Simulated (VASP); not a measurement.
**Zr2Si2C: single point with PBE**

Crystal: Zr2Si2C.

```
Zr Si C
1.0
     3.51566    0.00000    0.00000
    -1.75783    3.04465    0.00000
     0.00000    0.00000   14.84401
Zr Si C
4 4 2
Direct
  0.33333 0.66667 0.41639
  0.33333 0.66667 0.91639
  0.66667 0.33333 0.08361
  0.66667 0.33333 0.58361
  0.33333 0.66667 0.21234
  0.33333 0.66667 0.71234
  0.66667 0.33333 0.28766
  0.66667 0.33333 0.78766
  0.00000 0.00000 0.50000
  0.00000 0.00000 0.00000
```

```json
{
  "Program": "VASP 6.6.1",
  "Task": "single point",
  "Functional": "PBE",
  "Potentials or basis": "VASP PAW PBE potentials, release 64 (Zr_sv, Si, C)",
  "Cutoff": "520 eV",
  "k mesh": "6 × 6 × 2",
  "Occupations": "gaussian, width 0.2 eV",
  "Spin": "no spin polarisation",
  "Dipole correction": "no",
  "Further INCAR settings": "ALGO = Fast; EDIFF = 1e-07; NBANDS = 47"
}
```

| Quantity | Value |
| --- | --- |
| Pressure | 0.1 GPa |
| Largest force | 0.027 eV/Å |
| Band gap on the k mesh | zero (bands 36 and 37 overlap by 0.19 eV) |

Forces on the atoms (eV/Å):
```
Zr   0.000  0.000 -0.013
Zr   0.000  0.000 -0.013
Zr   0.000  0.000  0.013
Zr   0.000  0.000  0.013
Si   0.000  0.000  0.027
Si   0.000  0.000  0.027
Si   0.000  0.000 -0.027
Si   0.000  0.000 -0.027
C    0.000  0.000  0.000
C    0.000  0.000  0.000
```

Stress tensor (GPa, compression positive):
```
 0.38  0.00  0.00
 0.00  0.38  0.00
 0.00  0.00 -0.45
```

Levels at points of the mesh, in eV from the Fermi level:
| k point | band 33 | band 34 | band 35 | band 36 | band 37 | band 38 | band 39 | band 40 |
| --- | --- | --- | --- | --- | --- | --- | --- | --- |
| (0.00, 0.00, 0.00) | -0.24 | -0.10 | 0.19 | 0.19 | 0.41 | 0.41 | 0.80 | 1.15 |
| (0.50, 0.00, 0.00) | -2.51 | -1.94 | -1.93 | -1.79 | 0.67 | 1.19 | 1.59 | 2.02 |
| (0.00, 0.00, 0.50) | -0.63 | -0.63 | 0.30 | 0.30 | 0.30 | 0.30 | 1.25 | 1.25 |
| (0.50, 0.00, 0.50) | -2.11 | -2.11 | -1.89 | -1.89 | 1.06 | 1.06 | 1.63 | 1.63 |

Wall time 6.4 min on 1 thread of Oxide Virtual Turin-like Processor, on a shared host, peak memory 0.29 GiB.
